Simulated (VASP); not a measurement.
# Sb in VASP: further runs

The runs below take Sb through single point, with PBE+D3(BJ).

Everything below comes from runs of VASP 6.6.1. Logs are shortened: lines on timing, memory, paths and dates and some standing lists are left out, and cuts for length are marked.

### Step 1. The cell of the first run

The cell holds a slab with vacuum, 4 atoms: a = 4.069 Å, b = 4.069 Å, c = 20.800 Å, α = 90.00°, β = 90.00°, γ = 120.00°.

### Step 2. Single point, PBE+D3(BJ)

INCAR

```
ALGO = Normal ; DIPOL = 0.5 0.5 0.369
EDIFF = 1E-7 ; ENCUT = 520
GGA = PE ; IDIPOL = 3
ISIF = 2 ; ISMEAR = 0
IVDW = 12 ; LASPH = T
LCHARG = F ; LDIPOL = T
LREAL = F ; LWAVE = F
NBANDS = 18 ; NELM = 80
PREC = Accurate ; SIGMA = 0.05
```

KPOINTS

```
k-points
0
Gamma
  9 9 1
```

POSCAR

```
Sb
1.0
    4.0686848921      0.0000000000      0.0000000000
   -2.0343424461      3.5235844766      0.0000000000
    0.0000000000      0.0000000000     20.8000277116
Sb
4
Direct
    0.3333333334      0.6666666667      0.2957720727
    0.6666666667      0.3333333333      0.2163458656
    0.4444444444      1.8888888889      0.5216372615
    0.7777777778      1.5555555556      0.4422098923
```

Potentials or basis: VASP PAW PBE potentials, release 64 (Sb).

The run is started by

```bash
> cat potpaw_PBE.64/Sb/POTCAR > POTCAR
> mpirun -np 1 vasp_std > vasp.out
```

OUTCAR:

```text
EDIFF = 1E-7
   ENCUT = 520
   GGA = PE
   ISIF = 2
   ISMEAR = 0
   IVDW = 12
   LASPH = T
   LREAL = F
   NELM = 80
   PREC = Accurate
 IVDW          = 12

 ion  position               nearest neighbor table
   1  0.333  0.667  0.296-   2 2.87   2 2.87   2 2.87   4 3.68   4 3.68
   2  0.667  0.333  0.216-   1 2.87   1 2.87   1 2.87
   3  0.444  0.889  0.522-   4 2.87   4 2.87   4 2.87
   4  0.778  0.556  0.442-   3 2.87   3 2.87   3 2.87   1 3.68   1 3.68

  LATTYP: Found a hexagonal cell.
 ALAT       =     4.0686848921
 C/A-ratio  =     5.1122237930

  Lattice vectors:

 A1 = (   4.0686848921,   0.0000000000,   0.0000000000)
 A2 = (  -2.0343424461,   3.5235844766,   0.0000000000)
 A3 = (   0.0000000000,   0.0000000000,  20.8000277116)

Analysis of symmetry for initial positions (statically):
=====================================================================
 Subroutine PRICEL returns:
 Original cell was already a primitive cell.

 Routine SETGRP: Setting up the symmetry group for a
 hexagonal supercell.

 Subroutine GETGRP returns: Found  4 space group operations
 (whereof  2 operations were pure point group operations)
 out of a pool of 24 trial point group operations.

The static configuration has the point symmetry C_1h.
 The point group associated with its full space group is C_2h.

Analysis of symmetry for dynamics (positions and initial velocities):
=====================================================================
 Subroutine PRICEL returns:
 Original cell was already a primitive cell.

 Routine SETGRP: Setting up the symmetry group for a
 hexagonal supercell.

 Subroutine GETGRP returns: Found  4 space group operations
 (whereof  2 operations were pure point group operations)
 out of a pool of 24 trial point group operations.

The dynamic configuration has the point symmetry C_1h.
 The point group associated with its full space group is C_2h.

 Subroutine INISYM returns: Found  4 space group operations
 (whereof  2 operations are pure point group operations),
 and found     1 'primitive' translations

----------------------------------------------------------------------------------------

                                     Primitive cell

  volume of cell :     298.1966

  direct lattice vectors                    reciprocal lattice vectors
     4.068684892  0.000000000  0.000000000     0.245779663  0.141900954  0.000000000
    -2.034342446  3.523584477  0.000000000     0.000000000  0.283801909  0.000000000
[... 98 lines left out ...]
   PSTRESS=    0.0 pullay stress
   NELECT =      20.0000    total number of electrons
   NUPDOWN=      -1.0000    fix difference up-down
   EMIN   =  10.00;   EMAX   =-10.00  energy-range for DOS
   EFERMI =   0.00;   METHOD = LEGACY
   ISMEAR =     0;   SIGMA  =   0.05  broadening in eV -4-tet -1-fermi 0-gaus
   EFERMI_NEDOS =   21; number of points for ismear=-14 and -15
   IALGO  =     38    algorithm
   IMIX   =      4    mixing-type and parameters
     AMIX     =   0.40;   BMIX     =  1.00
     AMIX_MAG =   1.60;   BMIX_MAG =  1.00
  volume/ion in A,a.u.               =      74.55       503.08
  Fermi-wavevector in a.u.,A,eV,Ry     =   0.665146  1.256945  6.019487  0.442420
  Thomas-Fermi vector in A             =   1.739052
   LORBIT       =      0    0 simple, 1 ext, 2 COOP (PROOUT), +10 PAW based schemes
   GGA     = PE    functional components
   LHFCALC =     F    Hartree Fock is set to
   AEXX    =    0.0000 exact exchange contribution
   IVDW    =    12    specifies the selected vdW correction
   LEPSILON=     F    determine dielectric tensor
   LRPA    =     F    only Hartree local field effects (RPA)
 non-spin polarized calculation
 Gauss-broadening in eV      SIGMA  =   0.05
  energy-cutoff  :      520.00
  volume of cell :      298.20
 maximum number of plane-waves:      8073
   NGX = 15   NGY = 15   NGZ = 77

 dipolmoment           0.000000      0.000000     -0.000000 electrons x Angstroem

 number of electron      20.0000000 magnetization

 dipolmoment           0.000000      0.000000      0.000139 electrons x Angstroem

 Free energy of the ion-electron system (eV)
  ---------------------------------------------------
  ext. energy  EPLUGINS =         0.00000000
  ---------------------------------------------------
  free energy    TOTEN  =       -16.17855966 eV

  energy without entropy =      -16.17855964  energy(sigma->0) =      -16.17855965

 E-fermi :   0.4636     XC(G=0):  -4.6358

 val. band max:        0.2926624295   @ k =   0.1111  -0.0000   0.0000
 cond. band min:       0.6287824638   @ k =   0.0000   0.3333   0.0000
 fundamental gap:      0.3361200343
 Fermi energy:         0.4636002394

 k-point     1 :       0.0000    0.0000    0.0000
  band No.  band energies     occupation
      1     -11.7834      2.00000
      2     -11.5367      2.00000
      3      -7.1952      2.00000
      4      -6.1018      2.00000
      5      -1.6412      2.00000
      6      -0.3301      2.00000
[... 481 lines left out ...]
      5      -3.7075      2.00000
      6      -3.5432      2.00000
[... 10 lines left out ...]
     17       5.8140      0.00000
     18       6.0940      0.00000

 [... further k-points ...]

------------------------ aborting loop because EDIFF is reached ----------------------------------------

 vacuum level on the upper side and lower side of the slab       (xc-potential included)        -0.102        -0.103

 Edisp (eV)   -1.28667

 E8    (eV) :    -0.6197

  FORCE on cell =-STRESS in cart. coord.  units (eV):
  Direction    XX          YY          ZZ          XY          YZ          ZX
  --------------------------------------------------------------------------------------
  -------------------------------------------------------------------------------------
  Total       0.65927     0.31030     0.22604    -0.00000    -0.19187     0.00000
  in kB       3.54219     1.66723     1.21449    -0.00000    -1.03088     0.00000
  external pressure =        2.14 kB  Pullay stress =        0.00 kB

 VOLUME and BASIS-vectors are now :
 -----------------------------------------------------------------------------
  energy-cutoff  :      520.00
  volume of cell :      298.20
      direct lattice vectors                 reciprocal lattice vectors
     4.068684892  0.000000000  0.000000000     0.245779663  0.141900954  0.000000000
    -2.034342446  3.523584477  0.000000000     0.000000000  0.283801909  0.000000000
     0.000000000  0.000000000 20.800027712     0.000000000  0.000000000  0.048076859

 POSITION                                       TOTAL-FORCE (eV/Angst)
 -----------------------------------------------------------------------------------
      0.00000      2.34906      6.15207        -0.000000      0.025944      0.085673
      2.03434      1.17453      4.50000        -0.000000      0.018079     -0.080090
     -0.00000      3.13208     10.85007         0.000000     -0.018079      0.080090
      2.03434      1.95755      9.19798         0.000000     -0.025944     -0.085673
 -----------------------------------------------------------------------------------
    total drift:                               -0.000000      0.000006      0.007942

  FREE ENERGIE OF THE ION-ELECTRON SYSTEM (eV)
  ---------------------------------------------------
  free  energy   TOTEN  =       -17.4652335650 eV

  energy  without entropy=      -17.4652335391  energy(sigma->0) =      -17.46523355

 vacuum level on the upper side and lower side of the slab         4.545         4.544
```

Wall time 2.4 min (1 thread of Intel Xeon Platinum 8559C (Emerald Rapids), shared host); peak memory 0.4 GiB.

Results:

```yaml
Free_energy: -17.4652 eV
Largest_force: 0.090 eV/Å
Band_gap_on_the_k_mesh: 0.34 eV, indirect (least direct gap 1.02 eV)
Dispersion_energy_per_atom: -0.322 eV
```

Forces in eV/Å, atoms in the order of the input:
```
Sb   0.000  0.026  0.086
Sb   0.000  0.018 -0.080
Sb   0.000 -0.018  0.080
Sb   0.000 -0.026 -0.086
```

Levels at points of the mesh, in eV from the valence-band top:
```tsv
k point	band 7	band 8	band 9	band 10	band 11	band 12	band 13	band 14
(0.00, 0.00, 0.00)	-0.47	-0.44	-0.31	-0.21	1.09	2.02	2.13	2.24
```

Caveat: spin-orbit coupling is left out, which moves the levels of the heavy elements.

### Step 3. Single point, PBE+D3(BJ)

INCAR

```
ALGO = Normal
DIPOL = 0.5 0.5 0.365
EDIFF = 1E-6
ENCUT = 520
GGA = PE
IDIPOL = 3
ISIF = 2
ISMEAR = 0
IVDW = 12
LASPH = T
LCHARG = F
LDIPOL = T
LREAL = F
LWAVE = F
NBANDS = 18
NELM = 100
PREC = Accurate
SIGMA = 0.05
```

KPOINTS is that of step 2.

POSCAR

```
Sb
1.0
    4.0686848921      0.0000000000      0.0000000000
   -2.0343424461      3.5235844766      0.0000000000
    0.0000000000      0.0000000000     20.8000277116
Sb
4
Direct
    0.3333333333      0.6666666666      0.2954648653
    0.6666666667      0.3333333333      0.2163458656
    0.8888888889      1.4444444444      0.5139715484
    1.2222222222      1.1111111111      0.4348569928
```

Potentials or basis: VASP PAW PBE potentials, release 64 (Sb).

The run is started by

```bash
> cat potpaw_PBE.64/Sb/POTCAR > POTCAR
> mpirun -np 1 vasp_std > vasp.out
```

Run time: 2.6 min. Hardware: 1 thread of Intel Xeon Platinum 8559C (Emerald Rapids), shared host; peak memory 0.42 GiB.

The run converged. Its results:

```yaml
Free_energy: -17.4640 eV
Largest_force: 0.092 eV/Å
Band_gap_on_the_k_mesh: 0.18 eV, indirect (least direct gap 1.09 eV)
Dispersion_energy_per_atom: -0.329 eV
```

Forces on the atoms (eV/Å):
```
Sb   0.023  0.013  0.089
Sb   0.028  0.016 -0.077
Sb  -0.028 -0.016  0.077
Sb  -0.023 -0.013 -0.089
```

Levels at points of the mesh, in eV from the valence-band top:
```csv
k point,band 8,band 9,band 10,band 11,band 12,band 13
"(0.00, 0.00, 0.00)",-0.56,-0.47,-0.23,0.94,1.85,1.93
```

Caveat: spin-orbit coupling is left out, which moves the levels of the heavy elements.

### Step 4. Single point, PBE+D3(BJ)

INCAR

```
PREC = Accurate
ENCUT = 520
EDIFF = 1E-6
ISMEAR = 0
SIGMA = 0.05
LREAL = F
LASPH = T
NELM = 60
ALGO = Normal
ISIF = 2
LWAVE = F
LCHARG = F
LDIPOL = T
IDIPOL = 3
DIPOL = 0.5 0.5 0.387
GGA = PE
IVDW = 12
NBANDS = 18
```

KPOINTS

```
regular mesh
0
Gamma
  9 9 1
```

POSCAR

```
Sb
1.0
    4.0686848921      0.0000000000      0.0000000000
   -2.0343424461      3.5235844766      0.0000000000
    0.0000000000      0.0000000000     20.8000277116
Sb
4
Direct
    0.3333333333      0.6666666667      0.2957591465
    0.6666666667      0.3333333333      0.2163458656
    0.1111111111      1.2222222222      0.5573445028
    0.4444444444      0.8888888889      0.4779326373
```

The run is started by

```bash
> cat potpaw_PBE.64/Sb/POTCAR > POTCAR
> mpirun -np 1 vasp_std > vasp.out
```

It took 2.4 min on 1 thread of Intel Xeon Platinum 8559C (Emerald Rapids), shared host; peak memory 0.43 GiB.

Results (log left out):

```
Free energy                : -17.3406 eV
Largest force              : 0.093 eV/Å
Band gap on the k mesh     : 0.86 eV, indirect (least direct gap 1.32 eV)
Dispersion energy per atom : -0.292 eV
```

Forces in eV/Å, atoms in the order of the input:
```
Sb   0.000 -0.032  0.087
Sb   0.000 -0.026 -0.084
Sb   0.000  0.026  0.084
Sb   0.000  0.032 -0.087
```

Levels at points of the mesh, in eV from the valence-band top:
| k point | band 6 | band 7 | band 8 | band 9 | band 10 | band 11 | band 12 | band 13 | band 14 | band 15 |
| --- | --- | --- | --- | --- | --- | --- | --- | --- | --- | --- |
| (0.00, 0.00, 0.00) | -0.15 | -0.05 | -0.02 | -0.01 | 0.00 | 1.49 | 2.00 | 2.69 | 2.75 | 2.78 |

Caveat: spin-orbit coupling is left out, which moves the levels of the heavy elements.

### Step 5. Single point, PBE+D3(BJ)

INCAR

```
SYSTEM = Sb
ALGO = Normal
DIPOL = 0.5 0.5 0.387
EDIFF = 1E-7
ENCUT = 520
GGA = PE
IDIPOL = 3
ISIF = 2
ISMEAR = 0
IVDW = 12
LASPH = .TRUE.
LCHARG = .FALSE.
LDIPOL = .TRUE.
LREAL = .FALSE.
LWAVE = .FALSE.
NBANDS = 18
NELM = 80
PREC = Accurate
SIGMA = 0.05
```

KPOINTS

```
k-points
0
G
  9 9 1
  0 0 0
```

POSCAR

```
Sb
1.0
    4.0686848921      0.0000000000      0.0000000000
   -2.0343424461      3.5235844766      0.0000000000
    0.0000000000      0.0000000000     20.8000277116
Sb
4
Direct
    0.3333333333      0.6666666666      0.2957491668
    0.6666666667      0.3333333334      0.2163458656
    0.2222222222      1.1111111111      0.5578053489
    0.5555555556      0.7777777778      0.4784049008
```

The run is started by

```bash
> cat potpaw_PBE.64/Sb/POTCAR > POTCAR
> mpirun -np 1 vasp_std > vasp.out
```

Wall time 2.4 min (1 thread of Intel Xeon Platinum 8559C (Emerald Rapids), shared host); peak memory 0.43 GiB.

Results (log left out):

```yaml
Free_energy: -17.3386 eV
Largest_force: 0.090 eV/Å
Band_gap_on_the_k_mesh: 0.86 eV, indirect (least direct gap 1.35 eV)
Dispersion_energy_per_atom: -0.292 eV
```

Forces on the atoms (eV/Å):
```
Sb  -0.023 -0.013  0.086
Sb  -0.020 -0.012 -0.084
Sb   0.020  0.012  0.084
Sb   0.023  0.013 -0.086
```

Levels at points of the mesh, in eV from the valence-band top:
```csv
k point,band 6,band 7,band 8,band 9,band 10,band 11,band 12,band 13,band 14,band 15
"(0.00, 0.00, 0.00)",-0.15,-0.07,-0.03,-0.02,0.00,1.48,1.99,2.71,2.72,2.79
```

Caveat: spin-orbit coupling is left out, which moves the levels of the heavy elements.
